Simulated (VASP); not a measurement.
Set up this calculation in VASP 6.6.1, as the native input.

```
Task                   : electric field gradients
Functional             : PBE
Potentials or basis    : VASP PAW PBE potentials, release 64 (K_sv, Br)
Cutoff                 : 520 eV
k mesh                 : 6 × 6 × 6
Occupations            : fermi-dirac, width 0.01 eV
Spin                   : non-collinear spin, zero start, spin-orbit coupling
Starting moments       : [[0.0, 0.0, 0.0], [0.0, 0.0, 0.0]] μB
Dipole correction      : no
Further INCAR settings : ALGO = Normal; EDIFF = 1e-08; NBANDS = 28
```

The structure of KBr lies in POSCAR:

```
KBr
1.0
    0.0000000000      3.2925000000      3.2925000000
    3.2925000000      0.0000000000      3.2925000000
    3.2925000000      3.2925000000      0.0000000000
K Br
1 1
Direct
    0.0000000000      0.0000000000      0.0000000000
    0.5000000000      0.5000000000      0.5000000000
```

These files were run (other wordings do the same):

INCAR

```
SYSTEM = KBr
ALGO = Normal
EDIFF = 1E-8
ENCUT = 520
GGA = PE
GGA_COMPAT = .False.
ISIF = 2
ISMEAR = -1
LASPH = .True.
LCHARG = .False.
LEFG = .True.
LNONCOLLINEAR = .True.
LORBIT = 11
LORBMOM = .True.
LREAL = .False.
LSORBIT = .True.
LWAVE = .False.
MAGMOM = 0 0 0 0 0 0
NBANDS = 28
NELM = 150
PREC = Accurate
SIGMA = 0.01
```

KPOINTS

```
k-points
0
Gamma
  6 6 6
  0 0 0
```

Potentials or basis: VASP PAW PBE potentials, release 64 (K_sv, Br).

Launch:

```sh
$ cat potpaw_PBE.64/K_sv/POTCAR potpaw_PBE.64/Br/POTCAR > POTCAR
$ mpirun -np 1 vasp_ncl > vasp.out
```

Results of the run:

```yaml
Pressure: 0.9 GPa
Net_moment: 0.00 μB per cell
Largest_electric_field_gradient_by_atom: zero within the noise of the run
Valence_electrons_inside_the_program's_atomic_spheres: K 7.56; Br 4.91
```

It took 2.1 min on 1 thread of Intel Xeon 8259CL (shared host), peak memory 0.4 GiB.
